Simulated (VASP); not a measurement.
# Al in VASP: single point with PBE

Aim: the single point of Al with PBE.

All numbers are computed with VASP 6.6.1; they aren't measurements. Logs are shortened: lines on timing, memory, paths and dates and some standing lists are left out, and cuts for length are marked.

### Step 1. The cell of the first run

The cell holds a slab with vacuum, 4 atoms: a = 2.936 Å, b = 2.936 Å, c = 28.569 Å, α = 90.00°, β = 90.00°, γ = 120.00°.

### Step 2. Single point, PBE

Contents of INCAR:

```
SYSTEM = Al
PREC     = Accurate       ! precision mode
ENCUT    = 400            ! plane-wave cutoff, eV
EDIFF    = 1E-6           ! SCF threshold, eV
ISMEAR   = 1              ! smearing method
SIGMA    = 0.1            ! smearing width, eV
LREAL    = .False.        ! projectors in reciprocal space
LASPH    = .True.         ! aspherical terms in the spheres
NELM     = 120            ! most SCF steps
ALGO     = Normal         ! electronic algorithm
ISIF     = 2              ! what is computed and relaxed
LWAVE    = .False.        ! write WAVECAR
LCHARG   = .False.        ! write CHGCAR
LDIPOL   = .True.       
IDIPOL   = 3            
DIPOL    = 0.5 0.5 0.666
GGA      = PE             ! functional
NBANDS   = 14             ! bands
GGA_COMPAT= .False.      
NELMDL   = -8
```

Contents of KPOINTS:

```
Automatic mesh
0
Gamma
  21 21 1
  0 0 0
```

Contents of POSCAR:

```
Al
1.0
    2.9361876875      0.0000000000      0.0000000000
   -1.4680938438      2.5428131277      0.0000000000
    0.0000000000      0.0000000000     28.5689838006
Al
4
Direct
    0.6666666667      0.3333333333      0.5449795977
    0.3333333333      0.6666666667      0.6255473261
    0.0000000000      1.0000000000      0.7062515099
    0.6666666667      0.3333333333      0.7879346468
```

Potentials or basis: VASP PAW PBE potentials, release 64 (Al).

Started as:

```console
cat potpaw_PBE.64/Al/POTCAR > POTCAR
mpirun -np 1 vasp_std > vasp.out
```

OUTCAR:

```text
SYSTEM = Al
   PREC = Accurate
   ENCUT = 400
   EDIFF = 1E-6
   ISMEAR = 1
   LREAL = .False.
   LASPH = .True.
   NELM = 120
   ISIF = 2
   GGA = PE
   NELMDL = -8

 ion  position               nearest neighbor table
   1  0.667  0.333  0.545-   2 2.86   2 2.86   2 2.86
   2  0.333  0.667  0.626-   1 2.86   1 2.86   1 2.86   3 2.86   3 2.86   3 2.86
   3  0.000  0.000  0.706-   2 2.86   2 2.86   2 2.86   4 2.88   4 2.88   4 2.88
   4  0.667  0.333  0.788-   3 2.88   3 2.88   3 2.88

  LATTYP: Found a hexagonal cell.
 ALAT       =     2.9361876875
 C/A-ratio  =     9.7299583137

  Lattice vectors:

 A1 = (   2.9361876875,   0.0000000000,   0.0000000000)
 A2 = (  -1.4680938438,   2.5428131277,   0.0000000000)
 A3 = (   0.0000000000,   0.0000000000,  28.5689838006)

Analysis of symmetry for initial positions (statically):
=====================================================================
 Subroutine PRICEL returns:
 Original cell was already a primitive cell.

 Routine SETGRP: Setting up the symmetry group for a
 hexagonal supercell.

 Subroutine GETGRP returns: Found  6 space group operations
 (whereof  6 operations were pure point group operations)
 out of a pool of 24 trial point group operations.

The static configuration has the point symmetry C_3v.

Analysis of symmetry for dynamics (positions and initial velocities):
=====================================================================
 Subroutine PRICEL returns:
 Original cell was already a primitive cell.

 Routine SETGRP: Setting up the symmetry group for a
 hexagonal supercell.

 Subroutine GETGRP returns: Found  6 space group operations
 (whereof  6 operations were pure point group operations)
 out of a pool of 24 trial point group operations.

The dynamic configuration has the point symmetry C_3v.

 Subroutine INISYM returns: Found  6 space group operations
 (whereof  6 operations are pure point group operations),
 and found     1 'primitive' translations

----------------------------------------------------------------------------------------

                                     Primitive cell

  volume of cell :     213.3011

  direct lattice vectors                    reciprocal lattice vectors
     2.936187687  0.000000000  0.000000000     0.340577683  0.196632617  0.000000000
    -1.468093844  2.542813128  0.000000000     0.000000000  0.393265234  0.000000000
     0.000000000  0.000000000 28.568983801     0.000000000  0.000000000  0.035002995

  length of vectors
     2.936187687  2.936187688 28.568983801     0.393265234  0.393265234  0.035002995

  position of ions in fractional coordinates (direct lattice)
     0.666666667  0.333333333  0.544979598
     0.333333333  0.666666667  0.625547326
     0.000000000  0.000000000  0.706251510
     0.666666667  0.333333333  0.787934647

  ion indices of the primitive-cell ions
   primitive index   ion index
                 1           1
                 2           2
                 3           3
                 4           4

----------------------------------------------------------------------------------------

 KPOINTS: Automatic mesh

Automatic generation of k-mesh.
 Grid dimensions read from file:
 generate k-points for:   21   21    1

 Generating k-lattice:

  Cartesian coordinates                     Fractional coordinates (reciprocal lattice)
     0.016217985  0.009363458  0.000000000     0.047619048 -0.000000000  0.000000000
     0.000000000  0.018726916  0.000000000     0.000000000  0.047619048  0.000000000
     0.000000000  0.000000000  0.035002995     0.000000000  0.000000000  1.000000000

  Length of vectors
     0.018726916  0.018726916  0.035002995

  Shift w.r.t. Gamma in fractional coordinates (k-lattice)
     0.000000000  0.000000000  0.000000000

 Subroutine IBZKPT returns following result:
 ===========================================

 Found     48 irreducible k-points:

 Following reciprocal coordinates:
            Coordinates               Weight
  0.000000  0.000000  0.000000      1.000000
  0.047619  0.000000  0.000000      6.000000
  0.095238  0.000000  0.000000      6.000000
  0.142857  0.000000  0.000000      6.000000
  0.190476  0.000000  0.000000      6.000000
  0.238095 -0.000000  0.000000      6.000000
[... 16 lines left out ...]
  0.142857  0.095238  0.000000     12.000000
  0.190476  0.095238  0.000000     12.000000
 [... further k-points ...]
   k-points           NKPTS =     48   k-points in BZ     NKDIM =     48   number of bands    NBANDS=     14
   number of dos      NEDOS =    301   number of ions     NIONS =      4
   total plane-waves  NPLWV =  76800
   dimension x,y,z NGX =    20 NGY =   20 NGZ =  192
   dimension x,y,z NGXF=    40 NGYF=   40 NGZF=  384
   ions per type =               4
   NGX,Y,Z   is equivalent  to a cutoff of  11.32, 11.32, 11.17 a.u.
   NGXF,Y,Z  is equivalent  to a cutoff of  22.65, 22.65, 22.35 a.u.
 SYSTEM =  Al
   PREC   = accura    normal or accurate (medium, high low for compatibility)
   ISTART =      0    job   : 0-new  1-cont  2-samecut
   ICHARG =      2    charge: 1-file 2-atom 10-const
   ISPIN  =      1    spin polarized calculation?
   LNONCOLLINEAR =      F non collinear calculations
   LSORBIT =      F    spin-orbit coupling
   LASPH  =      T    aspherical Exc in radial PAW
   ENCUT  =  400.0 eV  29.40 Ry    5.42 a.u.   4.79  4.79 46.59*2*pi/ulx,y,z
   NELM   =    120;   NELMIN=  2; NELMDL= -8     # of ELM steps
   EDIFF  = 0.1E-05   stopping-criterion for ELM
   LREAL  =      F    real-space projection
   EDIFFG = 0.1E-04   stopping-criterion for IOM
   NSW    =      0    number of steps for IOM
   IBRION =     -1    ionic relax: 0-MD 1-quasi-New 2-CG
   NFREE  =      0    steps in history (QN), initial steepest desc. (CG)
   ISIF   =      2    stress and relaxation
   ISYM   =      2    0-nonsym 1-usesym 2-fastsym
   POTIM  = 0.5000    time-step for ionic-motion
   TEBEG  =    0.0;   TEEND  =   0.0 temperature during run
   PSTRESS=    0.0 pullay stress
   NELECT =      12.0000    total number of electrons
   NUPDOWN=      -1.0000    fix difference up-down
   EMIN   =  10.00;   EMAX   =-10.00  energy-range for DOS
   EFERMI =   0.00;   METHOD = LEGACY
   ISMEAR =     1;   SIGMA  =   0.10  broadening in eV -4-tet -1-fermi 0-gaus
   EFERMI_NEDOS =   21; number of points for ismear=-14 and -15
   IALGO  =     38    algorithm
   IMIX   =      4    mixing-type and parameters
     AMIX     =   0.40;   BMIX     =  1.00
     AMIX_MAG =   1.60;   BMIX_MAG =  1.00
  volume/ion in A,a.u.               =      53.33       359.86
  Fermi-wavevector in a.u.,A,eV,Ry     =   0.627294  1.185413  5.353856  0.393497
  Thomas-Fermi vector in A             =   1.688843
   LORBIT       =      0    0 simple, 1 ext, 2 COOP (PROOUT), +10 PAW based schemes
   GGA     = PE    functional components
   LHFCALC =     F    Hartree Fock is set to
   AEXX    =    0.0000 exact exchange contribution
   IVDW    =     0    specifies the selected vdW correction
   LEPSILON=     F    determine dielectric tensor
   LRPA    =     F    only Hartree local field effects (RPA)
 non-spin polarized calculation
 Methfessel and Paxton  Order N= 1 SIGMA  =   0.10
  energy-cutoff  :      400.00
  volume of cell :      213.30
 maximum number of plane-waves:      3906
 NGX is ok and might be reduce to    20
   NGX =  9   NGY =  9   NGZ = 93

 dipolmoment           0.000000      0.000000      0.001384 electrons x Angstroem

 number of electron      12.0000000 magnetization

 dipolmoment           0.000000      0.000000     -0.000517 electrons x Angstroem

 Free energy of the ion-electron system (eV)
  ---------------------------------------------------
  ext. energy  EPLUGINS =         0.00000000
  ---------------------------------------------------
  free energy    TOTEN  =       -14.13650989 eV

  energy without entropy =      -14.13510576  energy(sigma->0) =      -14.13604185

 E-fermi :  -0.1887     XC(G=0):  -3.9155

 val. band max:       -0.1889245785   @ k =   0.0952   0.0000   0.0000
 cond. band min:      -0.1802697761   @ k =   0.3333   0.1905   0.0000
 fundamental gap:      0.0086548024
 Fermi energy:        -0.1886850728

 k-point     1 :       0.0000    0.0000    0.0000
  band No.  band energies     occupation
      1     -10.7107      2.00000
      2      -9.6372      2.00000
      3      -7.9823      2.00000
      4      -5.7136      2.00000
      5      -3.3018      2.00000
      6      -0.3826      2.01936
      7       2.1124      0.00000
      8       3.3869      0.00000
      9       3.7261      0.00000
     10       4.3870      0.00000
     11       4.5448      0.00000
     12       5.9372      0.00000
     13       5.9897      0.00000
     14       7.9105      0.00000

 k-point     2 :       0.0476    0.0000    0.0000
  band No.  band energies     occupation
      1     -10.6589      2.00000
      2      -9.5857      2.00000
      3      -7.9312      2.00000
      4      -5.6625      2.00000
      5      -3.2532      2.00000
      6      -0.3341      2.05931
      7       2.1610      0.00000
      8       3.4381      0.00000
      9       3.7782      0.00000
     10       4.4375      0.00000
     11       4.5960      0.00000
     12       5.9868      0.00000
     13       6.0369      0.00000
     14       7.9446      0.00000

 k-point     3 :       0.0952    0.0000    0.0000
  band No.  band energies     occupation
      1     -10.5036      2.00000
      2      -9.4312      2.00000
      3      -7.7778      2.00000
      4      -5.5093      2.00000
      5      -3.1073      2.00000
      6      -0.1889      1.00405
      7       2.3054      0.00000
      8       3.5907      0.00000
      9       3.9343      0.00000
     10       4.5873      0.00000
     11       4.7482      0.00000
     12       6.1260      0.00000
     13       6.1693      0.00000
     14       7.0738      0.00000
[... 324 lines left out ...]
 k-point    23 :       0.1429    0.0952    0.0000
  band No.  band energies     occupation
      1      -9.7296      2.00000
      2      -8.6613      2.00000
      3      -7.0138      2.00000
      4      -4.7475      2.00000
      5      -2.3806      2.00000
      6       0.5181     -0.00000
      7       2.9223      0.00000
      8       3.8727      0.00000
      9       4.3655      0.00000
     10       4.6971      0.00000
     11       4.7794      0.00000
     12       4.8843      0.00000
     13       5.4112      0.00000
     14       5.5450      0.00000

 k-point    24 :       0.1905    0.0952    0.0000
  band No.  band energies     occupation
      1      -9.2670      2.00000
      2      -8.2013      2.00000
      3      -6.5576      2.00000
      4      -4.2940      2.00000
      5      -1.9479      2.00000
      6       0.8923     -0.00000
      7       2.2213      0.00000
      8       3.2450      0.00000
      9       3.4876      0.00000
     10       4.2904      0.00000
     11       4.7182      0.00000
     12       4.8839      0.00000
     13       5.2089      0.00000
     14       5.2732      0.00000

 [... further k-points ...]

------------------------ aborting loop because EDIFF is reached ----------------------------------------

 vacuum level on the upper side and lower side of the slab       (xc-potential included)        -0.193        -0.181

  FORCE on cell =-STRESS in cart. coord.  units (eV):
  Direction    XX          YY          ZZ          XY          YZ          ZX
  --------------------------------------------------------------------------------------
  -------------------------------------------------------------------------------------
  Total       -2.5962126     -2.5962126     -0.5406008      0.0000000      0.0000000      0.0000000
  in kB      -19.5010409    -19.5010409     -4.0606377      0.0000000      0.0000000      0.0000000
  external PRESSURE =     -14.3542398 kB  Pullay stress =       0.0000000 kB

 VOLUME and BASIS-vectors are now :
 -----------------------------------------------------------------------------
  energy-cutoff  :      400.00
  volume of cell :      213.30
      direct lattice vectors                 reciprocal lattice vectors
     2.936187687  0.000000000  0.000000000     0.340577683  0.196632617  0.000000000
    -1.468093844  2.542813128  0.000000000     0.000000000  0.393265234  0.000000000
     0.000000000  0.000000000 28.568983801     0.000000000  0.000000000  0.035002995

 POSITION                                       TOTAL-FORCE (eV/Angst)
 -----------------------------------------------------------------------------------
      1.46809      0.84760     15.56951         0.000000      0.000000      0.015880
     -0.00000      1.69521     17.87125         0.000000     -0.000000      0.095592
      0.00000      0.00000     20.17689        -0.000000      0.000000     -0.010232
      1.46809      0.84760     22.51049        -0.000000      0.000000     -0.101240
 -----------------------------------------------------------------------------------
    total drift:                               -0.000000      0.000000     -0.000035

  FREE ENERGIE OF THE ION-ELECTRON SYSTEM (eV)
  ---------------------------------------------------
  free  energy   TOTEN  =       -14.1365098930 eV

  energy  without entropy=      -14.1351057601  energy(sigma->0) =      -14.13604185

 vacuum level on the upper side and lower side of the slab         3.598         3.609
```

Run time: 4.1 min. Hardware: 1 thread of Intel Xeon 8259CL, shared host; peak memory 0.29 GiB.

Results:

- Free energy: -14.1365 eV
- Largest force: 0.101 eV/Å
- Band gap on the k mesh: zero (bands 6 and 7 overlap by 2.26 eV)

Forces on the atoms (eV/Å):
```
Al   0.000  0.000  0.016
Al   0.000  0.000  0.096
Al   0.000  0.000 -0.010
Al   0.000  0.000 -0.101
```
